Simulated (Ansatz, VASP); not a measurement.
## GdSn in VASP and in Ansatz

```
Gd Sn
1.0
     3.79900    0.00000    0.00000
     0.00000    3.79900    0.00000
     0.00000    0.00000    3.79900
Gd Sn
1 1
Direct
  0.00000 0.00000 0.00000
  0.50000 0.50000 0.50000
```

Alike in both runs: task single point; functional PBE; k mesh 8 × 8 × 8; occupations gaussian, width 0.05 eV; collinear spin; Hubbard terms Gd f U = 6.0 eV.

|  | VASP | Ansatz |
| --- | --- | --- |
| version | VASP 6.6.1 | Ansatz 0.2.0 |
| potentials or method | VASP PAW PBE potentials, release 64 (Gd, Sn_d), cutoff 520 eV | scalar-relativistic, plane waves, PAW |
| valence electrons in the cell | 32 | 32 |

|  | VASP | Ansatz | Ansatz less VASP |
| --- | --- | --- | --- |
| gap on the k mesh at the Fermi level (eV) | none | none | - |
| pressure (GPa) | 1.4 | 1.2 | -0.16 |
| net moment per atom (μB) | 3.74 | 3.77 | +0.030 |
| size of the moment on the site where the two differ most (μB) | 7.02 | 7.30 | +0.273 |

Site moments also hang on the region over which each program counts them. The programs project onto different local orbitals, so the same U acts differently, and such runs can settle in different states. A gap of «none» marks a metal or a gap that the smearing closes. Ansatz's warnings: filled band counts differ across k points.

Spin-orbit coupling is off throughout.
